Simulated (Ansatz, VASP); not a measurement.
**Two plane-wave programs on Ni**

```xyz
2
Lattice="2.4480 0.0000 0.0000 -1.2240 2.1201 0.0000 0.0000 0.0000 4.0728" Properties=species:S:1:pos:R:3 pbc="T T T"
Ni    1.2240    0.7067    3.0546
Ni    0.0000    1.4134    1.0182
```

Alike in both runs: functional revPBE; k mesh 12 × 12 × 7; occupations fermi-dirac, width 0.05 eV; collinear spin.

```csv
,VASP,Ansatz
version,VASP 6.6.1,Ansatz 0.2.0
potentials or method,"VASP PAW PBE potentials, release 64 (Ni_sv_GW)",Ansatz PAW
plane-wave cutoff (eV),690,420
valence electrons in the cell,36,36
task,single point,band structure
```

|  | VASP | Ansatz | Ansatz less VASP |
| --- | --- | --- | --- |
| gap on the k mesh at the Fermi level (eV) | none | none | - |
| pressure (GPa) | 10.4 | 11.5 | +1.11 |
| traceless stress, the component that is largest in VASP (GPa) | -2.71 | -2.72 | -0.011 |
| net moment per atom (μB) | 0.65 | 0.66 | +0.001 |
| size of the moment on the site where the two differ most (μB) | 0.69 | 0.70 | 0.000 |

VASP's potentials were made for PBE, not for revPBE. Site moments also hang on the region over which each program counts them. A gap of «none» marks a metal or a gap that the smearing closes. The functional is the same, so the differences come from potentials, cutoffs and numerics.
